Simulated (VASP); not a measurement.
Runs of VASP 6.6.1 on Al3Pd. The structure is that of space group Pm-3m (No. 221), or close to it. The cells are those of the table. 

| task | level | potentials or basis | cell | cutoff (eV) | gap on the mesh (eV) | pressure (GPa) |
| --- | --- | --- | --- | --- | --- | --- |
| single point | LDA | VASP PAW LDA potentials, release 64 (Pd, Al) | a = 3.999 Å, 4 atoms | 520 | none | -8.3 |
| single point | LDA | VASP PAW LDA potentials, release 64 (Pd, Al) | a = 4.024 Å, 4 atoms | 520 | none | (c) |
| single point | PBEsol | VASP PAW PBE potentials, release 64 (Pd, Al) | a = 3.832 Å, 4 atoms | 520 | none | (b) |
| single point | LDA | VASP PAW LDA potentials, release 64 (Pd, Al) | a = 3.920 Å, 4 atoms | 520 | none | -2.5 |
| single point | LDA | VASP PAW LDA potentials, release 64 (Pd, Al) | a = 3.947 Å, 4 atoms | 520 | none | -4.6 |
| single point | PBEsol | VASP PAW PBE potentials, release 64 (Pd, Al) | a = 3.925 Å, 4 atoms | 520 | none | 0.0 |
| single point | LDA | VASP PAW LDA potentials, release 64 (Pd, Al) | a = 3.894 Å, 4 atoms | 520 | none | 0.0 |
| single point | LDA | VASP PAW LDA potentials, release 64 (Pd, Al) | a = 3.866 Å, 4 atoms | 520 | none | (a) |
| single point | LDA | VASP PAW LDA potentials, release 64 (Pd, Al) | a = 3.973 Å, 4 atoms | 520 | none | -6.5 |
| relaxation of cell and atoms | PBEsol | VASP PAW PBE potentials, release 64 (Pd, Al) | relaxed to 20 GPa from a = 3.947 Å, 4 atoms | 600 | none | 20.0 |
| single point | PBEsol | VASP PAW PBE potentials, release 64 (Pd, Al) | a = 3.947 Å, 4 atoms | 520 | none | -1.8 |
| relaxation of cell and atoms | PBEsol | VASP PAW PBE potentials, release 64 (Pd, Al) | relaxed to 10 GPa from a = 3.947 Å, 4 atoms | 600 | none | 10.0 |

Alike in all rows: no spin polarisation; k mesh 7 × 7 × 7; smearing fermi-dirac 0.05 eV.

Problem. Fill in the values left out.

Solution. (a) 2.7; (b) 10.1; (c) -9.7.

Caveats: the PAW data sets were made with another functional, which shifts forces and pressure a little (some runs); the cell is relaxed towards a set pressure, so the enthalpy falls and the energy may rise (some runs).

A k mesh can miss the band edges, and the runs leave out spin-orbit coupling on Pd.

A gap of «none» marks levels without a gap at the run's occupations.
